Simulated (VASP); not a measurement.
# KPtBr3 in VASP: single point with r2SCAN

Aim: the single point of KPtBr3 with r2SCAN.

All numbers are computed with VASP 6.6.1; they aren't measurements. Logs are shortened: lines on timing, memory, paths and dates and some standing lists are left out, and cuts for length are marked.

### 1 The cell of the first run

The typed cell holds 10 atoms: a = 7.316 Å, b = 7.316 Å, c = 6.249 Å, α = 90.00°, β = 90.00°, γ = 60.00°.

### 2 Single point, r2SCAN

The input, POSCAR:

```
KPtBr3
1.0
    3.6581560000      6.3361090000      0.0000000000
   -3.6581560000      6.3361090000      0.0000000000
    0.0000000000      0.0000000000      6.2492650000
Pt K Br
2 2 6
Direct
    0.0000000000      0.0000000000      0.0000000000
    0.0000000000      0.0000000000      0.5000000000
    0.3333000000      0.3334000000      0.7500000000
    0.6666000000      0.6667000000      0.2500000000
    0.1570000000      0.6860000000      0.2500000000
    0.3140000000      0.8430000000      0.7500000000
    0.1570000000      0.1570000000      0.2500000000
    0.8430000000      0.3140000000      0.7500000000
    0.6860000000      0.1570000000      0.2500000000
    0.8430000000      0.8430000000      0.7500000000
```

The input, INCAR.step1:

```
PREC     = Accurate       # precision mode
ENCUT    = 630            # plane-wave cutoff, eV
ISMEAR   = -1             # smearing method
SIGMA    = 0.1            # smearing width, eV
LREAL    = False          # projectors in reciprocal space
LASPH    = True           # aspherical terms in the spheres
NELM     = 120            # most SCF steps
NBANDS   = 59             # bands
GGA      = PE             # functional
ALGO     = Normal         # electronic algorithm
EDIFF    = 1E-5           # SCF threshold, eV
LWAVE    = True           # write WAVECAR
LCHARG   = False          # write CHGCAR
GGA_COMPAT= False
```

The input, INCAR.step2:

```
PREC     = Accurate       # precision mode
ENCUT    = 630            # plane-wave cutoff, eV
EDIFF    = 1E-6           # SCF threshold, eV
ISMEAR   = -1             # smearing method
SIGMA    = 0.1            # smearing width, eV
LREAL    = False          # projectors in reciprocal space
LASPH    = True           # aspherical terms in the spheres
NELM     = 120            # most SCF steps
ALGO     = Normal         # electronic algorithm
ISIF     = 2              # what is computed and relaxed
LWAVE    = False          # write WAVECAR
LCHARG   = False          # write CHGCAR
METAGGA  = R2SCAN         # meta-GGA
LMIXTAU  = True         
NBANDS   = 59             # bands
ISTART   = 1            
GGA_COMPAT= False
```

The input, KPOINTS:

```
regular mesh
0
Gamma
  3 3 3
```

Potentials or basis: VASP PAW PBE potentials, release 64 (Pt_sv_GW, K_sv, Br).

Launch:

```sh
> cat potpaw_PBE.64/Pt_sv_GW/POTCAR potpaw_PBE.64/K_sv/POTCAR potpaw_PBE.64/Br/POTCAR > POTCAR
> cp INCAR.step1 INCAR
> mpirun -np 1 vasp_std > vasp.out
> cp INCAR.step2 INCAR
> mpirun -np 1 vasp_std > vasp.out
```

OUTCAR:

```text
PREC = Accurate
   ENCUT = 630
   EDIFF = 1E-6
   ISMEAR = -1
   LREAL = False
   LASPH = True
   NELM = 120
   ISIF = 2
   METAGGA = R2SCAN
   ISTART = 1

 ion  position               nearest neighbor table
   1  0.000  0.000  0.000-   7 2.53  10 2.53   5 2.53   8 2.53   9 2.53   6 2.53   2 3.12   2 3.12

   2  0.000  0.000  0.500-   7 2.53  10 2.53   5 2.53   8 2.53   9 2.53   6 2.53   1 3.12   1 3.12

   3  0.333  0.333  0.750-
   4  0.667  0.667  0.250-
   5  0.157  0.686  0.250-   1 2.53   2 2.53
   6  0.314  0.843  0.750-   1 2.53   2 2.53
   7  0.157  0.157  0.250-   1 2.53   2 2.53
   8  0.843  0.314  0.750-   1 2.53   2 2.53
   9  0.686  0.157  0.250-   1 2.53   2 2.53
  10  0.843  0.843  0.750-   1 2.53   2 2.53

  LATTYP: Found a hexagonal cell.
 ALAT       =     7.3163093551
 C/A-ratio  =     0.8541553803

  Lattice vectors:

 A1 = (   3.6581560000,  -6.3361090000,   0.0000000000)
 A2 = (   3.6581560000,   6.3361090000,   0.0000000000)
 A3 = (   0.0000000000,   0.0000000000,   6.2492650000)

Analysis of symmetry for initial positions (statically):
=====================================================================
 Subroutine PRICEL returns:
 Original cell was already a primitive cell.

 Routine SETGRP: Setting up the symmetry group for a
 hexagonal supercell.

 Subroutine GETGRP returns: Found  4 space group operations
 (whereof  2 operations were pure point group operations)
 out of a pool of 24 trial point group operations.

The static configuration has the point symmetry C_2 .
 The point group associated with its full space group is C_2v.

Analysis of symmetry for dynamics (positions and initial velocities):
=====================================================================
 Subroutine PRICEL returns:
 Original cell was already a primitive cell.

 Routine SETGRP: Setting up the symmetry group for a
 hexagonal supercell.

 Subroutine GETGRP returns: Found  4 space group operations
 (whereof  2 operations were pure point group operations)
 out of a pool of 24 trial point group operations.

The dynamic configuration has the point symmetry C_2 .
 The point group associated with its full space group is C_2v.

 Subroutine INISYM returns: Found  4 space group operations
 (whereof  2 operations are pure point group operations),
 and found     1 'primitive' translations

----------------------------------------------------------------------------------------

                                     Primitive cell

  volume of cell :     289.6969

  direct lattice vectors                    reciprocal lattice vectors
     3.658156000  6.336109000  0.000000000     0.136680885  0.078912784  0.000000000
    -3.658156000  6.336109000  0.000000000    -0.136680885  0.078912784  0.000000000
     0.000000000  0.000000000  6.249265000     0.000000000  0.000000000  0.160018818

  length of vectors
     7.316309355  7.316309355  6.249265000     0.157825511  0.157825511  0.160018818

  position of ions in fractional coordinates (direct lattice)
     0.000000000  0.000000000  0.000000000
     0.000000000  0.000000000  0.500000000
     0.333300000  0.333400000  0.750000000
     0.666600000  0.666700000  0.250000000
     0.157000000  0.686000000  0.250000000
     0.314000000  0.843000000  0.750000000
     0.157000000  0.157000000  0.250000000
     0.843000000  0.314000000  0.750000000
     0.686000000  0.157000000  0.250000000
     0.843000000  0.843000000  0.750000000

  ion indices of the primitive-cell ions
   primitive index   ion index
                 1           1
                 2           2
                 3           3
                 4           4
                 5           5
                 6           6
                 7           7
                 8           8
                 9           9
                10          10

----------------------------------------------------------------------------------------

 KPOINTS: regular mesh

Automatic generation of k-mesh.
 Grid dimensions read from file:
 generate k-points for:    3    3    3

 Generating k-lattice:

  Cartesian coordinates                     Fractional coordinates (reciprocal lattice)
     0.045560295  0.026304261  0.000000000     0.333333333  0.000000000  0.000000000
    -0.045560295  0.026304261  0.000000000     0.000000000  0.333333333  0.000000000
     0.000000000  0.000000000  0.053339606     0.000000000  0.000000000  0.333333333

  Length of vectors
     0.052608504  0.052608504  0.053339606

  Shift w.r.t. Gamma in fractional coordinates (k-lattice)
     0.000000000  0.000000000  0.000000000

 Subroutine IBZKPT returns following result:
 ===========================================

 Found      8 irreducible k-points:

 Following reciprocal coordinates:
            Coordinates               Weight
  0.000000  0.000000  0.000000      1.000000
  0.333333  0.000000  0.000000      4.000000
  0.333333  0.333333  0.000000      2.000000
 -0.333333  0.333333  0.000000      2.000000
  0.000000  0.000000  0.333333      2.000000
  0.333333  0.000000  0.333333      8.000000
  0.333333  0.333333  0.333333      4.000000
 -0.333333  0.333333  0.333333      4.000000
   k-points           NKPTS =      8   k-points in BZ     NKDIM =      8   number of bands    NBANDS=     59
   number of dos      NEDOS =    301   number of ions     NIONS =     10
   total plane-waves  NPLWV = 194400
   dimension x,y,z NGX =    60 NGY =   60 NGZ =   54
   dimension x,y,z NGXF=   120 NGYF=  120 NGZF=  108
   ions per type =               2   2   6
   NGX,Y,Z   is equivalent  to a cutoff of  13.63, 13.63, 14.37 a.u.
   NGXF,Y,Z  is equivalent  to a cutoff of  27.27, 27.27, 28.73 a.u.
 SYSTEM =  unknown system
   PREC   = accura    normal or accurate (medium, high low for compatibility)
   ISTART =      1    job   : 0-new  1-cont  2-samecut
   ICHARG =      0    charge: 1-file 2-atom 10-const
   ISPIN  =      1    spin polarized calculation?
   LNONCOLLINEAR =      F non collinear calculations
   LSORBIT =      F    spin-orbit coupling
   LASPH  =      T    aspherical Exc in radial PAW
   ENCUT  =  630.0 eV  46.30 Ry    6.80 a.u.  14.97 14.97 12.79*2*pi/ulx,y,z
   NELM   =    120;   NELMIN=  2; NELMDL=  0     # of ELM steps
   EDIFF  = 0.1E-05   stopping-criterion for ELM
   LREAL  =      F    real-space projection
   EDIFFG = 0.1E-04   stopping-criterion for IOM
   NSW    =      0    number of steps for IOM
   IBRION =     -1    ionic relax: 0-MD 1-quasi-New 2-CG
   NFREE  =      0    steps in history (QN), initial steepest desc. (CG)
   ISIF   =      2    stress and relaxation
   ISYM   =      2    0-nonsym 1-usesym 2-fastsym
   POTIM  = 0.5000    time-step for ionic-motion
   TEBEG  =    0.0;   TEEND  =   0.0 temperature during run
   PSTRESS=    0.0 pullay stress
   NELECT =      96.0000    total number of electrons
   NUPDOWN=      -1.0000    fix difference up-down
   EMIN   =  10.00;   EMAX   =-10.00  energy-range for DOS
   EFERMI =   0.00;   METHOD = LEGACY
   ISMEAR =    -1;   SIGMA  =   0.10  broadening in eV -4-tet -1-fermi 0-gaus
   EFERMI_NEDOS =   21; number of points for ismear=-14 and -15
   IALGO  =     38    algorithm
   IMIX   =      4    mixing-type and parameters
     AMIX     =   0.40;   BMIX     =  1.00
     AMIX_MAG =   1.60;   BMIX_MAG =  1.00
  volume/ion in A,a.u.               =      28.97       195.50
  Fermi-wavevector in a.u.,A,eV,Ry     =   1.132880  2.140833 17.461955  1.283417
  Thomas-Fermi vector in A             =   2.269582
   LORBIT       =      0    0 simple, 1 ext, 2 COOP (PROOUT), +10 PAW based schemes
   METAGGA = R2SCAN    functional components
   LHFCALC =     F    Hartree Fock is set to
   AEXX    =    0.0000 exact exchange contribution
   IVDW    =     0    specifies the selected vdW correction
   LEPSILON=     F    determine dielectric tensor
   LRPA    =     F    only Hartree local field effects (RPA)
 non-spin polarized calculation
  energy-cutoff  :      630.00
  volume of cell :      289.70
 maximum number of plane-waves:     10422
   NGX = 29   NGY = 29   NGZ = 25

 number of electron      95.9999999 magnetization

 Free energy of the ion-electron system (eV)
  ---------------------------------------------------
  ext. energy  EPLUGINS =         0.00000000
  ---------------------------------------------------
  free energy    TOTEN  =      -201.25258398 eV

  energy without entropy =     -201.01521188  energy(sigma->0) =     -201.13389793

 E-fermi :   2.9144     XC(G=0):  -9.0040

 val. band max:        2.8650423573   @ k =   0.3333   0.0000   0.3333
 cond. band min:       2.9216133408   @ k =   0.3333   0.0000   0.3333
 fundamental gap:      0.0565709835
 Fermi energy:         2.9143992288

 k-point     1 :       0.0000    0.0000    0.0000
  band No.  band energies     occupation
      1     -97.8878      2.00000
      2     -97.8857      2.00000
      3     -51.7398      2.00000
      4     -51.6661      2.00000
      5     -51.5127      2.00000
      6     -51.5127      2.00000
[... 51 lines left out ...]
     58       8.2120      0.00000
     59       8.2401      0.00000

 k-point     2 :       0.3333    0.0000    0.0000
  band No.  band energies     occupation
      1     -97.8877      2.00000
      2     -97.8856      2.00000
      3     -51.7398      2.00000
      4     -51.6661      2.00000
      5     -51.5127      2.00000
      6     -51.5126      2.00000
[... 51 lines left out ...]
     58       8.5458      0.00000
     59       8.6539      0.00000

 k-point     3 :       0.3333    0.3333    0.0000
  band No.  band energies     occupation
      1     -97.8877      2.00000
      2     -97.8856      2.00000
      3     -51.7398      2.00000
      4     -51.6661      2.00000
      5     -51.5127      2.00000
      6     -51.5127      2.00000
[... 51 lines left out ...]
     58       8.5459      0.00000
     59       8.6540      0.00000

 k-point     4 :      -0.3333    0.3333    0.0000
  band No.  band energies     occupation
      1     -97.8878      2.00000
      2     -97.8856      2.00000
      3     -51.7398      2.00000
      4     -51.6661      2.00000
      5     -51.5127      2.00000
      6     -51.5127      2.00000
[... 51 lines left out ...]
     58       8.7828      0.00000
     59       8.9719      0.00000

 k-point     5 :       0.0000    0.0000    0.3333
  band No.  band energies     occupation
      1     -97.8871      2.00000
      2     -97.8860      2.00000
      3     -51.7214      2.00000
      4     -51.6845      2.00000
      5     -51.5107      2.00000
      6     -51.5107      2.00000
[... 51 lines left out ...]
     58       7.7519      0.00000
     59       8.4827      0.00000

 k-point     6 :       0.3333    0.0000    0.3333
  band No.  band energies     occupation
      1     -97.8872      2.00000
      2     -97.8861      2.00000
      3     -51.7214      2.00000
      4     -51.6846      2.00000
      5     -51.5107      2.00000
      6     -51.5107      2.00000
[... 51 lines left out ...]
     58       8.4347      0.00000
     59       8.6900      0.00000

 k-point     7 :       0.3333    0.3333    0.3333
  band No.  band energies     occupation
      1     -97.8872      2.00000
      2     -97.8861      2.00000
      3     -51.7214      2.00000
      4     -51.6846      2.00000
      5     -51.5107      2.00000
      6     -51.5107      2.00000
[... 51 lines left out ...]
     58       8.4347      0.00000
     59       8.6899      0.00000

 k-point     8 :      -0.3333    0.3333    0.3333
  band No.  band energies     occupation
      1     -97.8872      2.00000
      2     -97.8862      2.00000
      3     -51.7214      2.00000
      4     -51.6846      2.00000
      5     -51.5107      2.00000
      6     -51.5107      2.00000
[... 51 lines left out ...]
     58       8.4937      0.00000
     59       9.0039      0.00000

------------------------ aborting loop because EDIFF is reached ----------------------------------------

  FORCE on cell =-STRESS in cart. coord.  units (eV):
  Direction    XX          YY          ZZ          XY          YZ          ZX
  --------------------------------------------------------------------------------------
  -------------------------------------------------------------------------------------
  Total        8.4276231      8.4274429     10.5471346      0.0000000      0.0000000      0.0000000
  in kB       46.6092257     46.6082290     58.3312483      0.0000000      0.0000000      0.0000000
  external PRESSURE =      50.5162344 kB  Pullay stress =       0.0000000 kB

 VOLUME and BASIS-vectors are now :
 -----------------------------------------------------------------------------
  energy-cutoff  :      630.00
  volume of cell :      289.70
      direct lattice vectors                 reciprocal lattice vectors
     3.658156000  6.336109000  0.000000000     0.136680885  0.078912784  0.000000000
    -3.658156000  6.336109000  0.000000000    -0.136680885  0.078912784  0.000000000
     0.000000000  0.000000000  6.249265000     0.000000000  0.000000000  0.160018818

 POSITION                                       TOTAL-FORCE (eV/Angst)
 -----------------------------------------------------------------------------------
      0.00000      0.00000      0.00000        -0.000081     -0.000000      0.000000
      0.00000      0.00000      3.12463        -0.000081     -0.000000      0.000000
     -0.00037      4.22428      4.68695         0.000095     -0.000079      0.000000
     -0.00037      8.44793      1.56232         0.000095      0.000079      0.000000
     -1.93516      5.34134      1.56232         1.550374     -0.895167      0.000000
     -1.93516      7.33088      4.68695         1.550374      0.895167      0.000000
      0.00000      1.98954      1.56232        -0.000052      1.790093      0.000000
      1.93516      7.33088      4.68695        -1.550336      0.895084      0.000000
      1.93516      5.34134      1.56232        -1.550336     -0.895084      0.000000
      0.00000     10.68268      4.68695        -0.000052     -1.790093      0.000000
 -----------------------------------------------------------------------------------
    total drift:                               -0.000013     -0.000000      0.000000

  FREE ENERGIE OF THE ION-ELECTRON SYSTEM (eV)
  ---------------------------------------------------
  free  energy   TOTEN  =      -201.2525839841 eV

  energy  without entropy=     -201.0152118775  energy(sigma->0) =     -201.13389793
```

Run time: 13 min. Hardware: 1 thread of AMD EPYC 7R43 (Zen 3), shared host; peak memory 0.53 GiB.

What came out:

| Item | Value |
| --- | --- |
| Free energy | -201.2526 eV |
| Pressure | 5.1 GPa |
| Largest force | 1.790 eV/Å |
| Band gap on the k mesh | 0.06 eV |

Forces on the atoms (eV/Å):
```
Pt   0.000  0.000  0.000
Pt   0.000  0.000  0.000
K    0.000  0.000  0.000
K    0.000  0.000  0.000
Br   1.550 -0.895  0.000
Br   1.550  0.895  0.000
Br   0.000  1.790  0.000
Br  -1.550  0.895  0.000
Br  -1.550 -0.895  0.000
Br   0.000 -1.790  0.000
```

Caveat: the cell stands under pressure; the PAW data sets were made with another functional, which shifts forces and pressure a little; spin-orbit coupling is left out, which moves the levels of the heavy elements. A k mesh can miss the band edges.
